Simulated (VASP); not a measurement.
A run of VASP 6.6.1 is set up as follows.

INCAR

```
PREC     = Accurate       # precision mode
ENCUT    = 600            # plane-wave cutoff, eV
EDIFF    = 1E-6           # SCF threshold, eV
ISMEAR   = 1              # smearing method
SIGMA    = 0.1            # smearing width, eV
LREAL    = False          # projectors in reciprocal space
LASPH    = True           # aspherical terms in the spheres
NELM     = 120            # most SCF steps
ALGO     = Normal         # electronic algorithm
ISIF     = 2              # what is computed and relaxed
LWAVE    = False          # write WAVECAR
LCHARG   = True           # write CHGCAR
GGA      = PS             # functional
LELF     = True           # ELF
LVHAR    = True         
NBANDS   = 9              # bands
GGA_COMPAT= False
```

File KPOINTS:

```
regular mesh
0
Gamma
  6 6 4
```

Contents of POSCAR:

```
Mg
1.0
    3.1620868024      0.0000000000      0.0000000000
   -1.5810434012      2.7384474998      0.0000000000
    0.0000000000      0.0000000000      5.2037215598
Mg
2
Direct
    0.3333333333      0.6666666667      0.2500000000
    0.6666666667      0.3333333333      0.7500000000
```

Potentials or basis: VASP PAW PBE potentials, release 64 (Mg).

Run with:

```console
$ cat potpaw_PBE.64/Mg/POTCAR > POTCAR
$ mpirun -np 1 vasp_std > vasp.out
```

Problem. Estimate the pressure.

Solution. -0.1 GPa.

Problem. Predict the band gap on the k mesh.

Solution. Zero (band 2 reaches 2.95 eV, above the bottom of band 3 at 1.32 eV).

Stress tensor (GPa, compression positive):
```
 0.01  0.00  0.00
 0.00  0.01  0.00
 0.00  0.00 -0.20
```

Caveat: the k points lie up to 0.38 Å⁻¹ apart; the PAW data sets were made with another functional, which shifts forces and pressure a little.
